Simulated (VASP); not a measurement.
Write the native input for VASP 6.6.1 that does the following.

| Quantity | Value |
| --- | --- |
| Task | single point |
| Functional | PBEsol |
| Potentials or basis | VASP PAW PBE potentials, release 64 (Fe) |
| Cutoff | 520 eV |
| k mesh | 13 × 13 × 13 |
| Occupations | fermi-dirac, width 0.05 eV |
| Spin | collinear spin, ferromagnetic start |
| Starting moments | [3.0] μB |
| Dipole correction | no |
| Further INCAR settings | ALGO = Fast; EDIFF = 1e-06; NBANDS = 14 |

The structure of Fe lies in POSCAR:

```
Fe
1.0
    0.0000000000      1.9545992686      1.9781194830
    1.5083634409      0.0000000000      1.9781194830
    1.5083634409      1.9545992686      0.0000000000
Fe
1
Direct
    0.0000000000      0.0000000000      0.0000000000
```

These files were run (other wordings do the same):

INCAR

```
  PREC = Accurate
  ENCUT = 520
  EDIFF = 1E-6
  ISMEAR = -1
  SIGMA = 0.05
  LREAL = F
  LASPH = T
  NELM = 150
  ALGO = Fast
  ISIF = 2
  LWAVE = F
  LCHARG = F
  ISPIN = 2
  MAGMOM = 3
  LORBIT = 11
  LMAXMIX = 4
  GGA = PS
  NBANDS = 14
```

KPOINTS

```
Automatic mesh
0
Gamma
  13 13 13
```

Potentials or basis: VASP PAW PBE potentials, release 64 (Fe).

Command:

```bash
$ cat potpaw_PBE.64/Fe/POTCAR > POTCAR
$ mpirun -np 1 vasp_std > vasp.out
```

Results of the run:

The pressure is -13.1 GPa and the net moment is 2.25 μB per cell. The site moments are Fe +2.25 μB. The valence electrons inside the program's atomic spheres are Fe 7.22.

Caveat: the PAW data sets were made with another functional, which shifts forces and pressure a little.

Run time: 53 s on 1 thread of Intel(R) Xeon(R) Platinum 8488C (Sapphire Rapids), with other jobs on the host, peak memory 0.2 GiB.
